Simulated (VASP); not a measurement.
# MoS2 (P6_3/mmc) in VASP: notebook, part 2 of 2

VASP 6.6.1.

## Step 3: Single point, PBE+D3(BJ) (mode 10 frozen in at +0.000 Å and mode 16 at -0.040 Å (largest displacements))

File INCAR:

```
SYSTEM = MoS2
  ALGO = Normal
  EDIFF = 1E-6
  ENCUT = 520
  GGA = PE
  ISIF = 2
  ISMEAR = 0
  IVDW = 12
  LASPH = .TRUE.
  LCHARG = .TRUE.
  LELF = .TRUE.
  LREAL = .FALSE.
  LVHAR = .TRUE.
  LWAVE = .FALSE.
  NBANDS = 35
  NELM = 60
  PREC = Accurate
  SIGMA = 0.05
```

File KPOINTS:

```
k-points
0
G
  12 12 4
  0 0 0
```

File POSCAR:

```
MoS2
1.0
    3.1493579417      0.0000000000      0.0000000000
   -1.5746789709      2.7274239831      0.0000000000
    0.0000000000      0.0000000000     12.0917670417
Mo S
2 4
Direct
    0.3333333333      0.6666666667      0.2500000000
    0.6666666667      0.3333333333      0.7500000000
    0.3333333333      0.6666666667      0.6171887644
    0.6666666667      0.3333333333      0.1171887644
    0.3333333333      0.6666666667      0.8828112356
    0.6666666667      0.3333333333      0.3828112356
```

Potentials or basis: VASP PAW PBE potentials, release 64 (Mo_sv, S).

Command:

```
> cat potpaw_PBE.64/Mo_sv/POTCAR potpaw_PBE.64/S/POTCAR > POTCAR
> mpirun -np 1 vasp_std > vasp.out
```

OUTCAR:

```text
SYSTEM = MoS2
   EDIFF = 1E-6
   ENCUT = 520
   GGA = PE
   ISIF = 2
   ISMEAR = 0
   IVDW = 12
   LASPH = .TRUE.
   LREAL = .FALSE.
   NELM = 60
   PREC = Accurate
 IVDW          = 12

 ion  position               nearest neighbor table
   1  0.333  0.667  0.250-   4 2.43   6 2.43   4 2.43   6 2.43   4 2.43   6 2.43
   2  0.667  0.333  0.750-   3 2.43   5 2.43   3 2.43   5 2.43   3 2.43   5 2.43
   3  0.333  0.667  0.617-   2 2.43   2 2.43   2 2.43
   4  0.667  0.333  0.117-   1 2.43   1 2.43   1 2.43
   5  0.333  0.667  0.883-   2 2.43   2 2.43   2 2.43
   6  0.667  0.333  0.383-   1 2.43   1 2.43   1 2.43

  LATTYP: Found a hexagonal cell.
 ALAT       =     3.1493579417
 C/A-ratio  =     3.8394387890

  Lattice vectors:

 A1 = (   3.1493579417,   0.0000000000,   0.0000000000)
 A2 = (  -1.5746789709,   2.7274239831,   0.0000000000)
 A3 = (   0.0000000000,   0.0000000000,  12.0917670417)

Analysis of symmetry for initial positions (statically):
=====================================================================
 Subroutine PRICEL returns:
 Original cell was already a primitive cell.

 Routine SETGRP: Setting up the symmetry group for a
 hexagonal supercell.

 Subroutine GETGRP returns: Found 24 space group operations
 (whereof 12 operations were pure point group operations)
 out of a pool of 24 trial point group operations.

The static configuration has the point symmetry D_3d.
 The point group associated with its full space group is D_6h.

Analysis of symmetry for dynamics (positions and initial velocities):
=====================================================================
 Subroutine PRICEL returns:
 Original cell was already a primitive cell.

 Routine SETGRP: Setting up the symmetry group for a
 hexagonal supercell.

 Subroutine GETGRP returns: Found 24 space group operations
 (whereof 12 operations were pure point group operations)
 out of a pool of 24 trial point group operations.

The dynamic configuration has the point symmetry D_3d.
 The point group associated with its full space group is D_6h.

 Subroutine INISYM returns: Found 24 space group operations
 (whereof 12 operations are pure point group operations),
 and found     1 'primitive' translations

----------------------------------------------------------------------------------------

                                     Primitive cell

  volume of cell :     103.8639

  direct lattice vectors                    reciprocal lattice vectors
     3.149357942  0.000000000  0.000000000     0.317525038  0.183323166  0.000000000
    -1.574678971  2.727423983  0.000000000     0.000000000  0.366646332  0.000000000
     0.000000000  0.000000000 12.091767042     0.000000000  0.000000000  0.082700899

  length of vectors
     3.149357942  3.149357942 12.091767042     0.366646332  0.366646332  0.082700899

  position of ions in fractional coordinates (direct lattice)
     0.333333333  0.666666667  0.250000000
     0.666666667  0.333333333  0.750000000
     0.333333333  0.666666667  0.617188764
     0.666666667  0.333333333  0.117188764
     0.333333333  0.666666667  0.882811236
     0.666666667  0.333333333  0.382811236

  ion indices of the primitive-cell ions
   primitive index   ion index
[... 35 lines left out ...]
  0.000000  0.000000  0.000000      1.000000
  0.083333 -0.000000  0.000000      6.000000
  0.166667 -0.000000  0.000000      6.000000
  0.250000  0.000000  0.000000      6.000000
  0.333333  0.000000  0.000000      6.000000
  0.416667 -0.000000  0.000000      6.000000
[... 16 lines left out ...]
  0.250000  0.000000  0.250000     12.000000
  0.333333  0.000000  0.250000     12.000000
 [... further k-points ...]
   k-points           NKPTS =     57   k-points in BZ     NKDIM =     57   number of bands    NBANDS=     35
   number of dos      NEDOS =    301   number of ions     NIONS =      6
   total plane-waves  NPLWV =  51840
   dimension x,y,z NGX =    24 NGY =   24 NGZ =   90
   dimension x,y,z NGXF=    48 NGYF=   48 NGZF=  180
   ions per type =               2   4
   NGX,Y,Z   is equivalent  to a cutoff of  12.67, 12.67, 12.37 a.u.
   NGXF,Y,Z  is equivalent  to a cutoff of  25.34, 25.34, 24.75 a.u.
 SYSTEM =  MoS2
   PREC   = accura    normal or accurate (medium, high low for compatibility)
   ISTART =      0    job   : 0-new  1-cont  2-samecut
   ICHARG =      2    charge: 1-file 2-atom 10-const
   ISPIN  =      1    spin polarized calculation?
   LNONCOLLINEAR =      F non collinear calculations
   LSORBIT =      F    spin-orbit coupling
   LASPH  =      T    aspherical Exc in radial PAW
   ENCUT  =  520.0 eV  38.22 Ry    6.18 a.u.   5.86  5.86 22.48*2*pi/ulx,y,z
   NELM   =     60;   NELMIN=  2; NELMDL= -5     # of ELM steps
   EDIFF  = 0.1E-05   stopping-criterion for ELM
   LREAL  =      F    real-space projection
   EDIFFG = 0.1E-04   stopping-criterion for IOM
   NSW    =      0    number of steps for IOM
   IBRION =     -1    ionic relax: 0-MD 1-quasi-New 2-CG
   NFREE  =      0    steps in history (QN), initial steepest desc. (CG)
   ISIF   =      2    stress and relaxation
   ISYM   =      2    0-nonsym 1-usesym 2-fastsym
   POTIM  = 0.5000    time-step for ionic-motion
   TEBEG  =    0.0;   TEEND  =   0.0 temperature during run
   PSTRESS=    0.0 pullay stress
   NELECT =      52.0000    total number of electrons
   NUPDOWN=      -1.0000    fix difference up-down
   EMIN   =  10.00;   EMAX   =-10.00  energy-range for DOS
   EFERMI =   0.00;   METHOD = LEGACY
   ISMEAR =     0;   SIGMA  =   0.05  broadening in eV -4-tet -1-fermi 0-gaus
   EFERMI_NEDOS =   21; number of points for ismear=-14 and -15
   IALGO  =     38    algorithm
   IMIX   =      4    mixing-type and parameters
     AMIX     =   0.40;   BMIX     =  1.00
     AMIX_MAG =   1.60;   BMIX_MAG =  1.00
  volume/ion in A,a.u.               =      17.31       116.82
  Fermi-wavevector in a.u.,A,eV,Ry     =   1.299933  2.456518 22.991493  1.689827
  Thomas-Fermi vector in A             =   2.431165
   LORBIT       =      0    0 simple, 1 ext, 2 COOP (PROOUT), +10 PAW based schemes
   GGA     = PE    functional components
   LHFCALC =     F    Hartree Fock is set to
   AEXX    =    0.0000 exact exchange contribution
   IVDW    =    12    specifies the selected vdW correction
   LEPSILON=     F    determine dielectric tensor
   LRPA    =     F    only Hartree local field effects (RPA)
 non-spin polarized calculation
 Gauss-broadening in eV      SIGMA  =   0.05
  energy-cutoff  :      520.00
  volume of cell :      103.86
 maximum number of plane-waves:      2820
 NGX is ok and might be reduce to    24
   NGX = 11   NGY = 11   NGZ = 45

 number of electron      51.9999997 magnetization

 Free energy of the ion-electron system (eV)
  ---------------------------------------------------
  ext. energy  EPLUGINS =         0.00000000
  ---------------------------------------------------
  free energy    TOTEN  =       -43.48101197 eV

  energy without entropy =      -43.48101197  energy(sigma->0) =      -43.48101197

 E-fermi :   8.0492     XC(G=0): -11.0618

 val. band max:        7.8524196742   @ k =   0.0000   0.0000   0.0000
 cond. band min:       8.6107892967   @ k =   0.1667   0.1667   0.0000
 fundamental gap:      0.7583696225
 Fermi energy:         8.0491515783

 k-point     1 :       0.0000    0.0000    0.0000
  band No.  band energies     occupation
      1     -53.6013      2.00000
      2     -53.6012      2.00000
      3     -27.7517      2.00000
      4     -27.7515      2.00000
      5     -27.5043      2.00000
      6     -27.5043      2.00000
[... 901 lines left out ...]
     34      11.4126      0.00000
     35      14.3651      0.00000

 [... further k-points ...]

------------------------ aborting loop because EDIFF is reached ----------------------------------------

 Edisp (eV)   -2.62556

 E8    (eV) :    -1.0586

  FORCE on cell =-STRESS in cart. coord.  units (eV):
  Direction    XX          YY          ZZ          XY          YZ          ZX
  --------------------------------------------------------------------------------------
  -------------------------------------------------------------------------------------
  Total      -1.58777    -1.58777    -4.46187     0.00000    -0.00000     0.00000
  in kB     -24.49260   -24.49260   -68.82760     0.00000    -0.00000     0.00000
  external pressure =      -39.27 kB  Pullay stress =        0.00 kB

 VOLUME and BASIS-vectors are now :
 -----------------------------------------------------------------------------
  energy-cutoff  :      520.00
  volume of cell :      103.86
      direct lattice vectors                 reciprocal lattice vectors
     3.149357942  0.000000000  0.000000000     0.317525038  0.183323166  0.000000000
    -1.574678971  2.727423983  0.000000000     0.000000000  0.366646332  0.000000000
     0.000000000  0.000000000 12.091767042     0.000000000  0.000000000  0.082700899

 POSITION                                       TOTAL-FORCE (eV/Angst)
 -----------------------------------------------------------------------------------
     -0.00000      1.81828      3.02294        -0.000000      0.000000      0.000000
      1.57468      0.90914      9.06883         0.000000     -0.000000      0.000000
     -0.00000      1.81828      7.46290        -0.000000     -0.000000      0.769108
      1.57468      0.90914      1.41702        -0.000000      0.000000      0.769108
     -0.00000      1.81828     10.67475         0.000000     -0.000000     -0.769108
      1.57468      0.90914      4.62886         0.000000      0.000000     -0.769108
 -----------------------------------------------------------------------------------
    total drift:                               -0.000000      0.000000     -0.000000

  FREE ENERGIE OF THE ION-ELECTRON SYSTEM (eV)
  ---------------------------------------------------
  free  energy   TOTEN  =       -46.1065755487 eV

  energy  without entropy=      -46.1065755487  energy(sigma->0) =      -46.10657555
```

Wall time 67 s (1 thread of Intel Xeon 6975P-C (Granite Rapids), shared host); peak memory 0.33 GiB.

What came out:

```yaml
Free_energy: -46.1066 eV
Pressure: -3.9 GPa
Largest_force: 0.769 eV/Å
Band_gap_on_the_k_mesh: 0.76 eV, indirect (least direct gap 1.75 eV)
Dispersion_energy_per_atom: -0.438 eV
```

Forces in eV/Å, atoms in the order of the input:
```
Mo   0.000  0.000  0.000
Mo   0.000  0.000  0.000
S    0.000  0.000  0.769
S    0.000  0.000  0.769
S    0.000  0.000 -0.769
S    0.000  0.000 -0.769
```

Caveat: the cell differs from its parent crystal (mode 10 frozen in at +0.000 Å and mode 16 at -0.040 Å (largest displacements)).
